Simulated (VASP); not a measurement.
Input of a VASP 6.6.1 run:

Contents of INCAR:

```
SYSTEM = Ta3Tc
ALGO = Normal
EDIFF = 1E-7
EDIFFG = -0.01
ENCUT = 600
IBRION = 2
ISIF = 3
ISMEAR = -1
LASPH = .TRUE.
LCHARG = .FALSE.
LREAL = .FALSE.
LWAVE = .FALSE.
NELM = 100
NSW = 50
PREC = Accurate
SIGMA = 0.1
```

File KPOINTS:

```
k-points
0
G
  6 6 6
  0 0 0
```

POSCAR

```
Ta3Tc
1.0
    4.0825000000      0.0000000000      0.0000000000
    0.0000000000      4.0825000000      0.0000000000
    0.0000000000      0.0000000000      4.0825000000
Tc Ta
1 3
Direct
    0.0000000000      0.0000000000      0.0000000000
    0.0000000000      0.5000000000      0.5000000000
    0.5000000000      0.0000000000      0.5000000000
    0.5000000000      0.5000000000      0.0000000000
```

Potentials or basis: VASP PAW LDA potentials, release 64 (Tc_pv, Ta_pv).

Command:

```bash
$ cat potpaw_LDA.64/Tc_pv/POTCAR potpaw_LDA.64/Ta_pv/POTCAR > POTCAR
$ mpirun -np 1 vasp_std > vasp.out
```

**Question.** What does it give for the relaxed cell?

**Answer.** a = 4.066 Å, b = 4.066 Å, c = 4.066 Å, α = 90.00°, β = 90.00°, γ = 90.00°.

**Question.** Estimate the relaxed volume.

**Answer.** 16.80 Å³/atom.

**Question.** Estimate the space group after relaxing (to 0.05 Å).

**Answer.** Pm-3m (No. 221).

Final structure:
```
Tc Ta
1.0
     4.06586    0.00000    0.00000
     0.00000    4.06586    0.00000
     0.00000    0.00000    4.06586
Tc Ta
1 3
Direct
  0.00000 0.00000 0.00000
  0.00000 0.50000 0.50000
  0.50000 0.00000 0.50000
  0.50000 0.50000 0.00000
```
